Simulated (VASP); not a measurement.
# Si (a cell with a defect) in VASP: relaxation of the atoms with PBE

Aim: the relaxation of the atoms of Si (a cell with a defect) with PBE.

All numbers are computed with VASP 6.6.1; they aren't measurements. Logs are shortened: lines on timing, memory, paths and dates and some standing lists are left out, and cuts for length are marked.

### Step 1. The cell of the first run

The cell holds a defect, 31 atoms: a = 9.474 Å, b = 9.474 Å, c = 9.474 Å, α = 109.47°, β = 109.47°, γ = 109.47°.

### Step 2. Relaxation of the atoms, PBE (atoms taken out)

Input file INCAR:

```
SYSTEM = Si
  PREC = Accurate
  ENCUT = 520
  EDIFF = 1E-6
  ISMEAR = 0
  SIGMA = 0.02
  LREAL = Auto
  LASPH = .True.
  NELM = 100
  ALGO = Fast
  ISIF = 2
  LWAVE = .False.
  LCHARG = .False.
  GGA = PE
  IBRION = 2
  NSW = 80
  EDIFFG = -0.02
  NELECT = 126.0
```

Input file KPOINTS:

```
Automatic mesh
0
Gamma
  2 2 2
  0.5 0.5 0.5
```

Input file POSCAR:

```
Si
1.0
    5.4700937585      5.4700937585     -5.4700937585
   -5.4700937585     -5.4700937585     -5.4700937585
   -5.4700937585      5.4700937585      5.4700937585
Si
31
Direct
    0.2500000000      0.0000000000      0.0000000000
    0.5000000000      0.7500000000      0.0000000000
    0.7500000000      0.5000000000      0.0000000000
    0.7500000000      0.0000000000      0.5000000000
    0.0000000000      0.0000000000      0.2500000000
    0.2500000000      0.7500000000      0.2500000000
    0.5000000000      0.5000000000      0.2500000000
    0.7500000000      0.2500000000      0.2500000000
    0.0000000000      0.2500000000      0.0000000000
    0.5000000000      0.0000000000      0.7500000000
    0.7500000000      0.7500000000      0.7500000000
    0.0000000000      0.7500000000      0.5000000000
    0.2500000000      0.5000000000      0.5000000000
    0.5000000000      0.2500000000      0.5000000000
    0.0000000000      0.5000000000      0.7500000000
    0.2500000000      0.2500000000      0.7500000000
    0.2500000000      0.2500000000      0.0000000000
    0.5000000000      0.0000000000      0.0000000000
    0.7500000000      0.7500000000      0.0000000000
    0.7500000000      0.2500000000      0.5000000000
    0.0000000000      0.2500000000      0.2500000000
    0.5000000000      0.7500000000      0.2500000000
    0.7500000000      0.5000000000      0.2500000000
    0.0000000000      0.5000000000      0.0000000000
    0.5000000000      0.2500000000      0.7500000000
    0.7500000000      0.0000000000      0.7500000000
    0.0000000000      0.0000000000      0.5000000000
    0.2500000000      0.7500000000      0.5000000000
    0.5000000000      0.5000000000      0.5000000000
    0.0000000000      0.7500000000      0.7500000000
    0.2500000000      0.5000000000      0.7500000000
```

Potentials or basis: VASP PAW PBE potentials, release 64 (Si).

On the command line:

```
> cat potpaw_PBE.64/Si/POTCAR > POTCAR
> mpirun -np 1 vasp_std > vasp.out
```

OUTCAR:

```text
SYSTEM = Si
   PREC = Accurate
   ENCUT = 520
   EDIFF = 1E-6
   ISMEAR = 0
   LREAL = Auto
   LASPH = .True.
   NELM = 100
   ISIF = 2
   GGA = PE
   IBRION = 2
   NSW = 80
   EDIFFG = -0.02
   NELECT = 126.0

 ion  position               nearest neighbor table
   1  0.250  0.000  0.000-  17 2.37  18 2.37  30 2.37
   2  0.500  0.750  0.000-  18 2.37  19 2.37  22 2.37  31 2.37
   3  0.750  0.500  0.000-  19 2.37  23 2.37  24 2.37  25 2.37
   4  0.750  0.000  0.500-  20 2.37  22 2.37  26 2.37  27 2.37
   5  0.000  0.000  0.250-  19 2.37  21 2.37  27 2.37
   6  0.250  0.750  0.250-  22 2.37  24 2.37  28 2.37
   7  0.500  0.500  0.250-  17 2.37  22 2.37  23 2.37  29 2.37
   8  0.750  0.250  0.250-  18 2.37  20 2.37  21 2.37  23 2.37
   9  0.000  0.250  0.000-  17 2.37  21 2.37  24 2.37  26 2.37
  10  0.500  0.000  0.750-  18 2.37  25 2.37  26 2.37  28 2.37
  11  0.750  0.750  0.750-  19 2.37  26 2.37  29 2.37  30 2.37
  12  0.000  0.750  0.500-  23 2.37  27 2.37  28 2.37  30 2.37
  13  0.250  0.500  0.500-  21 2.37  28 2.37  29 2.37  31 2.37
  14  0.500  0.250  0.500-  20 2.37  25 2.37  29 2.37
  15  0.000  0.500  0.750-  20 2.37  24 2.37  30 2.37  31 2.37
  16  0.250  0.250  0.750-  17 2.37  25 2.37  27 2.37  31 2.37
  17  0.250  0.250  0.000-   1 2.37   7 2.37   9 2.37  16 2.37
  18  0.500  0.000  0.000-   1 2.37   2 2.37   8 2.37  10 2.37
  19  0.750  0.750  0.000-   2 2.37   3 2.37   5 2.37  11 2.37
  20  0.750  0.250  0.500-   4 2.37   8 2.37  14 2.37  15 2.37
[... 9 lines left out ...]
  30  0.000  0.750  0.750-   1 2.37  11 2.37  12 2.37  15 2.37
  31  0.250  0.500  0.750-   2 2.37  13 2.37  15 2.37  16 2.37

  LATTYP: Found a body centered cubic cell.
 ALAT       =    10.9401875170

  Lattice vectors:

 A1 = (   5.4700937585,   5.4700937585,  -5.4700937585)
 A2 = (  -5.4700937585,  -5.4700937585,  -5.4700937585)
 A3 = (  -5.4700937585,   5.4700937585,   5.4700937585)

Analysis of symmetry for initial positions (statically):
=====================================================================
 Subroutine PRICEL returns:
 Original cell was already a primitive cell.

 Routine SETGRP: Setting up the symmetry group for a
 body centered cubic supercell.

 Subroutine GETGRP returns: Found 24 space group operations
 (whereof  4 operations were pure point group operations)
 out of a pool of 48 trial point group operations.

The static configuration has the point symmetry C_2v.
 The point group associated with its full space group is T_d .

Analysis of symmetry for dynamics (positions and initial velocities):
=====================================================================
 Subroutine PRICEL returns:
 Original cell was already a primitive cell.

 Routine SETGRP: Setting up the symmetry group for a
 body centered cubic supercell.

 Subroutine GETGRP returns: Found 24 space group operations
 (whereof  4 operations were pure point group operations)
 out of a pool of 48 trial point group operations.

The dynamic configuration has the point symmetry C_2v.
 The point group associated with its full space group is T_d .

 Subroutine INISYM returns: Found 24 space group operations
 (whereof  4 operations are pure point group operations),
 and found     1 'primitive' translations

----------------------------------------------------------------------------------------

                                     Primitive cell

  volume of cell :     654.7030

  direct lattice vectors                    reciprocal lattice vectors
     5.470093759  5.470093759 -5.470093759     0.000000000  0.091406111 -0.091406111
    -5.470093759 -5.470093759 -5.470093759    -0.091406111  0.000000000 -0.091406111
    -5.470093759  5.470093759  5.470093759    -0.091406111  0.091406111  0.000000000

  length of vectors
     9.474480312  9.474480312  9.474480312     0.129267763  0.129267763  0.129267763

  position of ions in fractional coordinates (direct lattice)
     0.250000000  0.000000000  0.000000000
     0.500000000  0.750000000  0.000000000
     0.750000000  0.500000000  0.000000000
     0.750000000  0.000000000  0.500000000
     0.000000000  0.000000000  0.250000000
     0.250000000  0.750000000  0.250000000
[... 80 lines left out ...]

 Subroutine IBZKPT returns following result:
 ===========================================

 Found      2 irreducible k-points:

 Following reciprocal coordinates:
            Coordinates               Weight
  0.250000  0.250000  0.250000      2.000000
 -0.250000  0.250000  0.250000      6.000000
   k-points           NKPTS =      2   k-points in BZ     NKDIM =      2   number of bands    NBANDS=     79
   number of dos      NEDOS =    301   number of ions     NIONS =     31
   total plane-waves  NPLWV = 343000
   dimension x,y,z NGX =    70 NGY =   70 NGZ =   70
   dimension x,y,z NGXF=   140 NGYF=  140 NGZF=  140
   ions per type =              31
   NGX,Y,Z   is equivalent  to a cutoff of  12.28, 12.28, 12.28 a.u.
   NGXF,Y,Z  is equivalent  to a cutoff of  24.57, 24.57, 24.57 a.u.
 SYSTEM =  Si
   PREC   = accura    normal or accurate (medium, high low for compatibility)
   ISTART =      0    job   : 0-new  1-cont  2-samecut
   ICHARG =      2    charge: 1-file 2-atom 10-const
   ISPIN  =      1    spin polarized calculation?
   LNONCOLLINEAR =      F non collinear calculations
   LSORBIT =      F    spin-orbit coupling
   LASPH  =      T    aspherical Exc in radial PAW
   ENCUT  =  520.0 eV  38.22 Ry    6.18 a.u.  17.62 17.62 17.62*2*pi/ulx,y,z
   NELM   =    100;   NELMIN=  2; NELMDL= -5     # of ELM steps
   EDIFF  = 0.1E-05   stopping-criterion for ELM
   LREAL  =      T    real-space projection
   EDIFFG = -.2E-01   stopping-criterion for IOM
   NSW    =     80    number of steps for IOM
   IBRION =      2    ionic relax: 0-MD 1-quasi-New 2-CG
   NFREE  =      1    steps in history (QN), initial steepest desc. (CG)
   ISIF   =      2    stress and relaxation
   ISYM   =      2    0-nonsym 1-usesym 2-fastsym
   POTIM  = 0.5000    time-step for ionic-motion
   TEBEG  =    0.0;   TEEND  =   0.0 temperature during run
   PSTRESS=    0.0 pullay stress
   NELECT =     126.0000    total number of electrons
   NUPDOWN=      -1.0000    fix difference up-down
   EMIN   =  10.00;   EMAX   =-10.00  energy-range for DOS
   EFERMI =   0.00;   METHOD = LEGACY
   ISMEAR =     0;   SIGMA  =   0.02  broadening in eV -4-tet -1-fermi 0-gaus
   EFERMI_NEDOS =   21; number of points for ismear=-14 and -15
   IALGO  =     68    algorithm
   IMIX   =      4    mixing-type and parameters
     AMIX     =   0.40;   BMIX     =  1.00
     AMIX_MAG =   1.60;   BMIX_MAG =  1.00
  volume/ion in A,a.u.               =      21.12       142.52
  Fermi-wavevector in a.u.,A,eV,Ry     =   0.945185  1.786141 12.155106  0.893375
  Thomas-Fermi vector in A             =   2.073062
   LORBIT       =      0    0 simple, 1 ext, 2 COOP (PROOUT), +10 PAW based schemes
   GGA     = PE    functional components
   LHFCALC =     F    Hartree Fock is set to
   AEXX    =    0.0000 exact exchange contribution
   IVDW    =     0    specifies the selected vdW correction
   LEPSILON=     F    determine dielectric tensor
   LRPA    =     F    only Hartree local field effects (RPA)
 conjugate gradient relaxation of ions
 non-spin polarized calculation
 RMM-DIIS sequential band-by-band and
 Gauss-broadening in eV      SIGMA  =   0.02
  energy-cutoff  :      520.00
  volume of cell :      654.70
 maximum number of plane-waves:     17628
 NGX is ok and might be reduce to    70
   NGX = 35   NGY = 35   NGZ = 35

--------------------------------------- Ionic step        1  -------------------------------------------

 number of electron     126.0000009 magnetization

 Free energy of the ion-electron system (eV)
  ---------------------------------------------------
  ext. energy  EPLUGINS =         0.00000000
  ---------------------------------------------------
  free energy    TOTEN  =      -152.68416125 eV

  energy without entropy =     -152.67356097  energy(sigma->0) =     -152.67886111

------------------------ aborting loop because EDIFF is reached ----------------------------------------

  FORCE on cell =-STRESS in cart. coord.  units (eV):
  Direction    XX          YY          ZZ          XY          YZ          ZX
  --------------------------------------------------------------------------------------
  -------------------------------------------------------------------------------------
  Total       16.2332054     16.2332054     16.2332054      0.0000000     -0.0000000     -0.0000000
  in kB       39.7256091     39.7256091     39.7256091      0.0000000     -0.0000000     -0.0000000
  external PRESSURE =      39.7256091 kB  Pullay stress =       0.0000000 kB
[... 176 lines left out ...]
  FREE ENERGIE OF THE ION-ELECTRON SYSTEM (eV)
  ---------------------------------------------------
  free  energy   TOTEN  =      -152.8114286324 eV

  energy  without entropy=     -152.8008283548  energy(sigma->0) =     -152.80612849

[... ionic steps 4 to 8 ...]

--------------------------------------- Ionic step        9  -------------------------------------------

 number of electron     126.0000007 magnetization

------------------------ aborting loop because EDIFF is reached ----------------------------------------
[... 125 lines left out ...]
--------------------------------------- Ionic step       11  -------------------------------------------

 number of electron     126.0000007 magnetization

 Free energy of the ion-electron system (eV)
  ---------------------------------------------------
  ext. energy  EPLUGINS =         0.00000000
  ---------------------------------------------------
  free energy    TOTEN  =      -153.06872107 eV

  energy without entropy =     -153.05812079  energy(sigma->0) =     -153.06342093

 E-fermi :   5.5907     XC(G=0):  -9.2983

 val. band max:        5.5770192116   @ k =  -0.2500   0.2500   0.2500
 cond. band min:       5.7652739174   @ k =   0.2500   0.2500   0.2500
 fundamental gap:      0.1882547058
 Fermi energy:         5.5906987967

 k-point     1 :       0.2500    0.2500    0.2500
  band No.  band energies     occupation
      1      -5.6552      2.00000
      2      -5.6552      2.00000
      3      -5.6552      2.00000
      4      -5.3839      2.00000
      5      -3.8411      2.00000
      6      -3.8411      2.00000
[... 67 lines left out ...]
     74       7.0508      0.00000
     75       7.0508      0.00000

 k-point     2 :      -0.2500    0.2500    0.2500
  band No.  band energies     occupation
      1      -6.1123      2.00000
      2      -5.1663      2.00000
      3      -5.1036      2.00000
      4      -5.1036      2.00000
      5      -4.9547      2.00000
      6      -4.2928      2.00000
[... 67 lines left out ...]
     74       7.7409      0.00000
     75       7.7786      0.00000
 [bands above 75 left out]

------------------------ aborting loop because EDIFF is reached ----------------------------------------

  FORCE on cell =-STRESS in cart. coord.  units (eV):
  Direction    XX          YY          ZZ          XY          YZ          ZX
  --------------------------------------------------------------------------------------
  -------------------------------------------------------------------------------------
  Total       10.0629888     10.0629888     10.0629888      0.0000000     -0.0000000     -0.0000000
  in kB       24.6259658     24.6259658     24.6259658      0.0000000     -0.0000000     -0.0000000
  external PRESSURE =      24.6259658 kB  Pullay stress =       0.0000000 kB
[... 46 lines left out ...]
  FREE ENERGIE OF THE ION-ELECTRON SYSTEM (eV)
  ---------------------------------------------------
  free  energy   TOTEN  =      -153.0687210715 eV

  energy  without entropy=     -153.0581207940  energy(sigma->0) =     -153.06342093

 reached required accuracy - stopping structural energy minimisation
```

Wall time 26 min (1 thread of Oxide Virtual Turin-like, shared host); peak memory 0.71 GiB.

What came out:

```
Free energy                  : -153.0687 eV
Energy gained by relaxing    : 12.4 meV/atom
Ionic steps                  : 11
Largest force after relaxing : 0.019 eV/Å
```

Forces on the atoms (eV/Å):
```
Si  -0.001  0.001  0.001
Si   0.014  0.009 -0.009
Si   0.009 -0.009  0.014
Si   0.009  0.014 -0.009
Si   0.001  0.001 -0.001
Si  -0.001 -0.001 -0.001
Si  -0.009 -0.009 -0.014
Si   0.009  0.009 -0.014
Si  -0.009 -0.014 -0.009
Si  -0.009  0.014  0.009
Si   0.009 -0.014  0.009
Si  -0.009  0.009  0.014
Si  -0.014 -0.009 -0.009
Si   0.001 -0.001  0.001
Si   0.014 -0.009  0.009
Si  -0.014  0.009  0.009
Si   0.017 -0.004 -0.004
Si   0.004 -0.017 -0.004
Si  -0.017 -0.004  0.004
Si  -0.017  0.004 -0.004
Si  -0.004 -0.004  0.017
Si   0.004  0.004  0.017
Si   0.000  0.000  0.000
Si   0.004  0.017  0.004
Si  -0.004  0.004 -0.017
Si   0.000  0.000  0.000
Si  -0.004 -0.017  0.004
Si   0.017  0.004  0.004
Si  -0.004  0.017 -0.004
Si   0.004 -0.004 -0.017
Si   0.000  0.000  0.000
```

The path:
| step | energy change (eV) | largest force (eV/Å) | pressure (GPa) |
| --- | --- | --- | --- |
| 1 | 0.0000 | 0.5380 | 3.97 |
| 2 | -0.0930 | 0.4884 | 3.87 |
| 3 | -0.1273 | 0.4370 | 3.75 |
| 4 | -0.1997 | 0.3759 | 3.56 |
| 5 | -0.3286 | 0.2108 | 2.99 |
| 6 | -0.3439 | 0.2582 | 2.71 |
| 7 | -0.3757 | 0.0565 | 2.54 |
| 8 | -0.3761 | 0.0525 | 2.52 |
| 9 | -0.3799 | 0.0410 | 2.51 |
| 10 | -0.3842 | 0.0289 | 2.47 |
| 11 | -0.3846 | 0.0187 | 2.46 |

Final structure:
```yaml
crystal:
  lattice:
    - [5.47009, 5.47009, -5.47009]
    - [-5.47009, -5.47009, -5.47009]
    - [-5.47009, 5.47009, 5.47009]
  atoms:
    - { symbol: Si, position: [0.25000, 0.00000, 0.02806] }
    - { symbol: Si, position: [0.50187, 0.75177, 0.00177] }
    - { symbol: Si, position: [0.74990, 0.49990, 0.99813] }
    - { symbol: Si, position: [0.75010, 0.00000, 0.49823] }
    - { symbol: Si, position: [0.02806, 0.00000, 0.25000] }
    - { symbol: Si, position: [0.25000, 0.77806, 0.25000] }
    - { symbol: Si, position: [0.49823, 0.50010, 0.25000] }
    - { symbol: Si, position: [0.75010, 0.24823, 0.25000] }
    - { symbol: Si, position: [0.00177, 0.25187, 0.00177] }
    - { symbol: Si, position: [0.49823, 0.00000, 0.75010] }
    - { symbol: Si, position: [0.74990, 0.74813, 0.74990] }
    - { symbol: Si, position: [0.00177, 0.75177, 0.50187] }
    - { symbol: Si, position: [0.25000, 0.50010, 0.49823] }
    - { symbol: Si, position: [0.47194, 0.22194, 0.47194] }
    - { symbol: Si, position: [0.99813, 0.49990, 0.74990] }
    - { symbol: Si, position: [0.25000, 0.24823, 0.75010] }
    - { symbol: Si, position: [0.25000, 0.24307, 0.00090] }
    - { symbol: Si, position: [0.49307, 0.00000, 0.00090] }
    - { symbol: Si, position: [0.75784, 0.75693, 0.00693] }
    - { symbol: Si, position: [0.74217, 0.24910, 0.49910] }
    - { symbol: Si, position: [0.00090, 0.24307, 0.25000] }
    - { symbol: Si, position: [0.49307, 0.75090, 0.25000] }
    - { symbol: Si, position: [0.75000, 0.50000, 0.25000] }
    - { symbol: Si, position: [0.00693, 0.50784, 0.00693] }
    - { symbol: Si, position: [0.49910, 0.24910, 0.74217] }
    - { symbol: Si, position: [0.75000, 0.00000, 0.75000] }
    - { symbol: Si, position: [0.00090, 0.00000, 0.49307] }
    - { symbol: Si, position: [0.25000, 0.75090, 0.49307] }
    - { symbol: Si, position: [0.49910, 0.49217, 0.49910] }
    - { symbol: Si, position: [0.00693, 0.75693, 0.75784] }
    - { symbol: Si, position: [0.25000, 0.50000, 0.75000] }
```

Levels at points of the mesh, in eV from the Fermi level:
```csv
k point,band 59,band 60,band 61,band 62,band 63,band 64,band 65,band 66
"(0.25, 0.25, 0.25)",-0.97,-0.94,-0.94,0.17,0.17,0.17,1.24,1.24
```

Caveat: the k points lie up to 0.41 Å⁻¹ apart; the cell carries a net charge on a neutralising background, which shifts energy and pressure; the cell differs from its parent crystal (atoms taken out); the cell is charged against a uniform background, so pressure and absolute levels hang on convention.
